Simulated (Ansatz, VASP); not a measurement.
**Two plane-wave programs on Ti**

```
CELL_PARAMETERS angstrom
-1.64100 1.64100 1.64100
1.64100 -1.64100 1.64100
3.28200 3.28200 0.00000
ATOMIC_POSITIONS crystal
Ti 0.00000 0.00000 0.97846
Ti 0.50000 0.50000 0.52154
```

Change from the starting cell: mode 5 (126.2 1/cm) frozen in, largest displacement -0.100 Å.

Alike in both runs: task single point; functional PBEsol; k mesh 18 × 18 × 10; occupations gaussian, width 0.15 eV; no spin polarisation.

|  | VASP | Ansatz |
| --- | --- | --- |
| version | VASP 6.6.1 | Ansatz 0.2.0 |
| potentials or method | VASP PAW PBE potentials, release 64 (Ti_sv), cutoff 520 eV | scalar-relativistic, plane waves, PAW |
| valence electrons in the cell | 24 | 24 |

|  | VASP | Ansatz | Ansatz less VASP |
| --- | --- | --- | --- |
| gap on the k mesh at the Fermi level (eV) | none | none | - |
| pressure (GPa) | -6.3 | -5.6 | +0.66 |
| traceless stress, the component that is largest in VASP (GPa) | 1.59 | 1.58 | -0.002 |
| rms of the force components (eV/Å) | 0.197 | 0.199 | +0.0021 |

VASP's potentials were made for PBE, not for PBEsol. Atom by atom the forces differ by 0.002 eV/Å (rms over components). A gap of «none» marks a metal or a gap that the smearing closes. With one functional, cell and mesh, what is left measures potentials, basis and numerics.
